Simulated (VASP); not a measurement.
# Cr in VASP: notebook

The runs below take Cr through single point, with PBE.

All numbers are computed with VASP 6.6.1; they aren't measurements. Logs are shortened: lines on timing, memory, paths and dates and some standing lists are left out, and cuts for length are marked.

## Step 1: The cell of the first run

Symmetry: Im-3m, No. 229, cubic system. Conventional cell: a = 2.940 Å, b = 2.940 Å, c = 2.940 Å, α = 90.00°, β = 90.00°, γ = 90.00°. Within 3.4 Å of Cr (site symmetry m-3m) lie 14 Cr at 2.55 to 2.94 Å.

## Step 2: Single point, PBE (volume scaled by 1.10)

The input, INCAR:

```
PREC = Accurate
ENCUT = 520
EDIFF = 1E-6
ISMEAR = 0
SIGMA = 0.1
LREAL = False
LASPH = True
NELM = 80
ALGO = Normal
ISIF = 2
LWAVE = False
LCHARG = False
GGA = PE
NBANDS = 12
```

The input, KPOINTS:

```
regular mesh
0
Gamma
  20 20 20
```

The input, POSCAR:

```
Cr
1.0
   -1.4698791490      1.4698791490      1.4698791490
    1.4698791490     -1.4698791490      1.4698791490
    1.4698791490      1.4698791490     -1.4698791490
Cr
1
Direct
    0.0000000000      0.0000000000      0.0000000000
```

Potentials or basis: VASP PAW PBE potentials, release 64 (Cr_pv).

Command:

```bash
> cat potpaw_PBE.64/Cr_pv/POTCAR > POTCAR
> mpirun -np 1 vasp_std > vasp.out
```

OUTCAR:

```text
PREC = Accurate
   ENCUT = 520
   EDIFF = 1E-6
   ISMEAR = 0
   LREAL = False
   LASPH = True
   NELM = 80
   ISIF = 2
   GGA = PE

 ion  position               nearest neighbor table
   1  0.000  0.000  0.000-

  LATTYP: Found a body centered cubic cell.
 ALAT       =     2.9397582980

  Lattice vectors:

 A1 = (  -1.4698791490,   1.4698791490,   1.4698791490)
 A2 = (   1.4698791490,  -1.4698791490,   1.4698791490)
 A3 = (   1.4698791490,   1.4698791490,  -1.4698791490)

Analysis of symmetry for initial positions (statically):
=====================================================================
 Subroutine PRICEL returns:
 Original cell was already a primitive cell.

 Routine SETGRP: Setting up the symmetry group for a
 body centered cubic supercell.

 Subroutine GETGRP returns: Found 48 space group operations
 (whereof 48 operations were pure point group operations)
 out of a pool of 48 trial point group operations.

The static configuration has the point symmetry O_h .

Analysis of symmetry for dynamics (positions and initial velocities):
=====================================================================
 Subroutine PRICEL returns:
 Original cell was already a primitive cell.

 Routine SETGRP: Setting up the symmetry group for a
 body centered cubic supercell.

 Subroutine GETGRP returns: Found 48 space group operations
 (whereof 48 operations were pure point group operations)
 out of a pool of 48 trial point group operations.

The dynamic configuration has the point symmetry O_h .

 Subroutine INISYM returns: Found 48 space group operations
 (whereof 48 operations are pure point group operations),
 and found     1 'primitive' translations

----------------------------------------------------------------------------------------

                                     Primitive cell

  volume of cell :      12.7030

  direct lattice vectors                    reciprocal lattice vectors
    -1.469879149  1.469879149  1.469879149     0.000000000  0.340164020  0.340164020
     1.469879149 -1.469879149  1.469879149     0.340164020  0.000000000  0.340164020
     1.469879149  1.469879149 -1.469879149     0.340164020  0.340164020  0.000000000

  length of vectors
     2.545905367  2.545905367  2.545905367     0.481064570  0.481064570  0.481064570

  position of ions in fractional coordinates (direct lattice)
     0.000000000  0.000000000  0.000000000

  ion indices of the primitive-cell ions
   primitive index   ion index
                 1           1

----------------------------------------------------------------------------------------

 KPOINTS: regular mesh

Automatic generation of k-mesh.
 Grid dimensions read from file:
 generate k-points for:   20   20   20

 Generating k-lattice:

  Cartesian coordinates                     Fractional coordinates (reciprocal lattice)
     0.000000000  0.017008201  0.017008201     0.050000000  0.000000000  0.000000000
     0.017008201  0.000000000  0.017008201     0.000000000  0.050000000  0.000000000
     0.017008201  0.017008201  0.000000000     0.000000000  0.000000000  0.050000000

  Length of vectors
     0.024053229  0.024053229  0.024053229

  Shift w.r.t. Gamma in fractional coordinates (k-lattice)
     0.000000000  0.000000000  0.000000000

 Subroutine IBZKPT returns following result:
 ===========================================

 Found    256 irreducible k-points:

 Following reciprocal coordinates:
            Coordinates               Weight
  0.000000  0.000000  0.000000      1.000000
  0.050000  0.000000  0.000000     12.000000
  0.100000  0.000000  0.000000     12.000000
  0.150000  0.000000  0.000000     12.000000
  0.200000  0.000000  0.000000     12.000000
  0.250000  0.000000  0.000000     12.000000
[... 16 lines left out ...]
  0.200000  0.100000 -0.000000     48.000000
  0.250000  0.100000  0.000000     48.000000
 [... further k-points ...]
   k-points           NKPTS =    256   k-points in BZ     NKDIM =    256   number of bands    NBANDS=     12
   number of dos      NEDOS =    301   number of ions     NIONS =      1
   total plane-waves  NPLWV =   8000
   dimension x,y,z NGX =    20 NGY =   20 NGZ =   20
   dimension x,y,z NGXF=    40 NGYF=   40 NGZF=   40
   ions per type =               1
   NGX,Y,Z   is equivalent  to a cutoff of  13.06, 13.06, 13.06 a.u.
   NGXF,Y,Z  is equivalent  to a cutoff of  26.12, 26.12, 26.12 a.u.
 SYSTEM =  unknown system
   PREC   = accura    normal or accurate (medium, high low for compatibility)
   ISTART =      0    job   : 0-new  1-cont  2-samecut
   ICHARG =      2    charge: 1-file 2-atom 10-const
   ISPIN  =      1    spin polarized calculation?
   LNONCOLLINEAR =      F non collinear calculations
   LSORBIT =      F    spin-orbit coupling
   LASPH  =      T    aspherical Exc in radial PAW
   ENCUT  =  520.0 eV  38.22 Ry    6.18 a.u.   4.73  4.73  4.73*2*pi/ulx,y,z
   NELM   =     80;   NELMIN=  2; NELMDL= -5     # of ELM steps
   EDIFF  = 0.1E-05   stopping-criterion for ELM
   LREAL  =      F    real-space projection
   EDIFFG = 0.1E-04   stopping-criterion for IOM
   NSW    =      0    number of steps for IOM
   IBRION =     -1    ionic relax: 0-MD 1-quasi-New 2-CG
   NFREE  =      0    steps in history (QN), initial steepest desc. (CG)
   ISIF   =      2    stress and relaxation
   ISYM   =      2    0-nonsym 1-usesym 2-fastsym
   POTIM  = 0.5000    time-step for ionic-motion
   TEBEG  =    0.0;   TEEND  =   0.0 temperature during run
   PSTRESS=    0.0 pullay stress
   NELECT =      12.0000    total number of electrons
   NUPDOWN=      -1.0000    fix difference up-down
   EMIN   =  10.00;   EMAX   =-10.00  energy-range for DOS
   EFERMI =   0.00;   METHOD = LEGACY
   ISMEAR =     0;   SIGMA  =   0.10  broadening in eV -4-tet -1-fermi 0-gaus
   EFERMI_NEDOS =   21; number of points for ismear=-14 and -15
   IALGO  =     38    algorithm
   IMIX   =      4    mixing-type and parameters
     AMIX     =   0.40;   BMIX     =  1.00
     AMIX_MAG =   1.60;   BMIX_MAG =  1.00
  volume/ion in A,a.u.               =      12.70        85.72
  Fermi-wavevector in a.u.,A,eV,Ry     =   1.606326  3.035516 35.106873  2.580282
  Thomas-Fermi vector in A             =   2.702531
   LORBIT       =      0    0 simple, 1 ext, 2 COOP (PROOUT), +10 PAW based schemes
   GGA     = PE    functional components
   LHFCALC =     F    Hartree Fock is set to
   AEXX    =    0.0000 exact exchange contribution
   IVDW    =     0    specifies the selected vdW correction
   LEPSILON=     F    determine dielectric tensor
   LRPA    =     F    only Hartree local field effects (RPA)
 non-spin polarized calculation
 Gauss-broadening in eV      SIGMA  =   0.10
  energy-cutoff  :      520.00
  volume of cell :       12.70
 maximum number of plane-waves:       370
   NGX =  9   NGY =  9   NGZ =  9

 number of electron      12.0000013 magnetization

 Free energy of the ion-electron system (eV)
  ---------------------------------------------------
  ext. energy  EPLUGINS =         0.00000000
  ---------------------------------------------------
  free energy    TOTEN  =        -9.43751588 eV

  energy without entropy =       -9.43362450  energy(sigma->0) =       -9.43557019

 E-fermi :   9.6783     XC(G=0): -13.1312

 val. band max:        9.6773147944   @ k =  -0.2000   0.3000   0.1000
 cond. band min:       9.6790469674   @ k =  -0.2000   0.2500   0.1000
 fundamental gap:      0.0017321730
 Fermi energy:         9.6782676289

 k-point     1 :       0.0000    0.0000    0.0000
  band No.  band energies     occupation
      1     -33.1762      2.00000
      2     -33.1762      2.00000
      3     -33.1762      2.00000
      4       2.1712      2.00000
      5       8.8692      2.00000
      6       8.8692      2.00000
      7       8.8692      2.00000
      8      10.6842      0.00000
      9      10.6842      0.00000
     10      16.7269      0.00000
     11      31.2270      0.00000
     12      31.2270      0.00000

 k-point     2 :       0.0500    0.0000    0.0000
  band No.  band energies     occupation
      1     -33.1934      2.00000
      2     -33.1816      2.00000
      3     -33.1763      2.00000
      4       2.2725      2.00000
      5       8.8323      2.00000
      6       8.8637      2.00000
      7       8.9345      2.00000
      8      10.6429      0.00000
      9      10.6868      0.00000
     10      16.7268      0.00000
     11      30.9205      0.00000
     12      31.1852      0.00000

 k-point     3 :       0.1000    0.0000    0.0000
  band No.  band energies     occupation
      1     -33.2429      2.00000
      2     -33.1972      2.00000
      3     -33.1765      2.00000
      4       2.5705      2.00000
      5       8.7264      2.00000
      6       8.8385      2.00000
      7       9.1269      2.00000
      8      10.5403      0.00000
      9      10.6955      0.00000
     10      16.7268      0.00000
     11      30.0634      0.00000
     12      30.9862      0.00000

 k-point     4 :       0.1500    0.0000    0.0000
  band No.  band energies     occupation
      1     -33.3195      2.00000
      2     -33.2214      2.00000
      3     -33.1768      2.00000
      4       3.0462      2.00000
      5       8.5653      2.00000
      6       8.7742      2.00000
      7       9.4358      1.99939
      8      10.4319      0.00000
      9      10.7123      0.00000
     10      16.7266      0.00000
     11      28.7665      0.00000
     12      30.4984      0.00000

 k-point     5 :       0.2000    0.0000    0.0000
  band No.  band energies     occupation
      1     -33.4150      2.00000
      2     -33.2518      2.00000
      3     -33.1773      2.00000
      4       3.6619      2.00000
      5       8.3683      2.00000
      6       8.6685      2.00000
      7       9.8429      0.01993
      8      10.3761      0.00000
      9      10.7396      0.00000
     10      16.7264      0.00000
     11      27.1476      0.00000
     12      29.7222      0.00000
[... 228 lines left out ...]
      1     -33.3612      2.00000
      2     -33.2206      2.00000
      3     -33.1925      2.00000
      4       3.3226      2.00000
      5       8.5453      2.00000
      6       8.6227      2.00000
      7       9.6625      1.17668
      8      10.3399      0.00000
      9      10.7651      0.00000
     10      16.7265      0.00000
     11      28.4681      0.00000
     12      29.5427      0.00000

 k-point    22 :       0.1500    0.1000    0.0000
  band No.  band energies     occupation
      1     -33.4470      2.00000
      2     -33.2497      2.00000
      3     -33.1973      2.00000
      4       3.9238      2.00000
      5       8.3682      2.00000
      6       8.4826      2.00000
      7      10.0931      0.00000
      8      10.2731      0.00000
      9      10.8231      0.00000
     10      16.7263      0.00000
     11      27.1344      0.00000
     12      28.5389      0.00000

 k-point    23 :       0.2000    0.1000   -0.0000
  band No.  band energies     occupation
      1     -33.5395      2.00000
      2     -33.2866      2.00000
      3     -33.1996      2.00000
      4       4.5994      2.00000
      5       8.1583      2.00000
      6       8.3703      2.00000
      7      10.2766      0.00000
      8      10.6001      0.00000
      9      10.8907      0.00000
     10      16.7260      0.00000
     11      25.4378      0.00000
     12      27.6502      0.00000

 k-point    24 :       0.2500    0.1000    0.0000
  band No.  band energies     occupation
      1     -33.6303      2.00000
      2     -33.3250      2.00000
      3     -33.2011      2.00000
      4       5.2347      2.00000
      5       7.9568      2.00000
      6       8.3713      2.00000
      7      10.3523      0.00000
      8      10.9147      0.00000
      9      11.1972      0.00000
     10      16.7254      0.00000
     11      23.6030      0.00000
     12      26.8661      0.00000

 [... further k-points ...]

------------------------ aborting loop because EDIFF is reached ----------------------------------------

  FORCE on cell =-STRESS in cart. coord.  units (eV):
  Direction    XX          YY          ZZ          XY          YZ          ZX
  --------------------------------------------------------------------------------------
  -------------------------------------------------------------------------------------
  Total       -1.6183871     -1.6183871     -1.6183871      0.0000000     -0.0000000      0.0000000
  in kB     -204.1211958   -204.1211958   -204.1211958      0.0000000     -0.0000000      0.0000000
  external PRESSURE =    -204.1211958 kB  Pullay stress =       0.0000000 kB

 VOLUME and BASIS-vectors are now :
 -----------------------------------------------------------------------------
  energy-cutoff  :      520.00
  volume of cell :       12.70
      direct lattice vectors                 reciprocal lattice vectors
    -1.469879149  1.469879149  1.469879149     0.000000000  0.340164020  0.340164020
     1.469879149 -1.469879149  1.469879149     0.340164020  0.000000000  0.340164020
     1.469879149  1.469879149 -1.469879149     0.340164020  0.340164020  0.000000000

 POSITION                                       TOTAL-FORCE (eV/Angst)
 -----------------------------------------------------------------------------------
      0.00000      0.00000      0.00000        -0.000000     -0.000000     -0.000000
 -----------------------------------------------------------------------------------
    total drift:                                0.000000     -0.000000      0.000000

  FREE ENERGIE OF THE ION-ELECTRON SYSTEM (eV)
  ---------------------------------------------------
  free  energy   TOTEN  =        -9.4375158788 eV

  energy  without entropy=       -9.4336244990  energy(sigma->0) =       -9.43557019
```

It took 47 s on 1 thread of Intel Xeon 8259CL, shared host; peak memory 0.15 GiB.

What came out:

| Item | Value |
| --- | --- |
| Free energy | -9.4375 eV |
| Pressure | -20.4 GPa |
| Band gap on the k mesh | zero (band 6 reaches 11.80 eV, above the bottom of band 7 at 8.87 eV) |

Levels at points of the mesh, in eV from the Fermi level:
```tsv
k point	band 3	band 4	band 5	band 6	band 7	band 8	band 9	band 10
(0.00, 0.00, 0.00)	-42.85	-7.51	-0.81	-0.81	-0.81	1.01	1.01	7.05
(0.50, 0.00, 0.00)	-42.86	-3.98	-2.16	0.91	0.99	1.29	2.46	7.04
(0.50, 0.50, 0.50)	-43.32	-3.77	-3.77	2.12	2.12	2.12	7.04	9.78
```

Caveat: the run has no spin polarisation, though such a crystal can be magnetic.

## Step 3: Single point, PBE (uniaxial strain along a: +2.0 %)

The input, INCAR:

```
SYSTEM = Cr
PREC = Accurate
ENCUT = 520
EDIFF = 1E-6
ISMEAR = 0
SIGMA = 0.1
LREAL = .False.
LASPH = .True.
NELM = 100
ALGO = Fast
ISIF = 2
LWAVE = .False.
LCHARG = .False.
GGA = PE
NBANDS = 19
```

The input, KPOINTS:

```
Automatic mesh
0
Gamma
  18 18 18
  0 0 0
```

The input, POSCAR:

```
Cr
1.0
    2.9047866166      0.0000000000      0.0000000000
    0.0000000000      2.8335908662      0.0000000000
    0.0000000000      0.0000000000      2.8335908662
Cr
2
Direct
    0.0000000000      0.0000000000      0.0000000000
    0.5000000000      0.5000000000      0.5000000000
```

Potentials or basis: VASP PAW PBE potentials, release 64 (Cr_pv).

Command:

```bash
> cat potpaw_PBE.64/Cr_pv/POTCAR > POTCAR
> mpirun -np 1 vasp_std > vasp.out
```

It took 71 s on 1 thread of Intel Xeon 6975P-C (Granite Rapids), shared host; peak memory 0.3 GiB.

It converged, with:

```
Free energy            : -19.0221 eV
Pressure               : -2.8 GPa
Band gap on the k mesh : zero (band 12 reaches 12.08 eV, above the bottom of band 13 at 10.41 eV)
```

Stress tensor (GPa, compression positive):
```
-8.37  0.00  0.00
 0.00 -0.01  0.00
 0.00  0.00 -0.01
```

Levels at points of the mesh, in eV from the Fermi level:
| k point | band 9 | band 10 | band 11 | band 12 | band 13 | band 14 | band 15 | band 16 |
| --- | --- | --- | --- | --- | --- | --- | --- | --- |
| (0.00, 0.00, 0.00) | -4.23 | -0.98 | -0.98 | -0.78 | 1.01 | 1.21 | 2.37 | 2.41 |
| (0.50, 0.00, 0.00) | -1.84 | -1.84 | -0.34 | -0.34 | -0.34 | -0.34 | 0.71 | 0.71 |
| (0.00, 0.50, 0.00) | -1.77 | -1.77 | -0.54 | -0.54 | -0.37 | -0.37 | 0.63 | 0.63 |
| (0.50, 0.50, 0.00) | -2.35 | -2.35 | 1.01 | 1.01 | 1.01 | 1.01 | 1.45 | 1.45 |
| (0.00, 0.50, 0.50) | -2.59 | -2.59 | 1.23 | 1.23 | 1.25 | 1.25 | 1.52 | 1.52 |
| (0.50, 0.50, 0.50) | -2.28 | -2.28 | -2.28 | -2.28 | 1.45 | 1.45 | 1.57 | 1.57 |

Caveat: the cell differs from its parent crystal (uniaxial strain along a: +2.0 %); the run has no spin polarisation, though such a crystal can be magnetic.
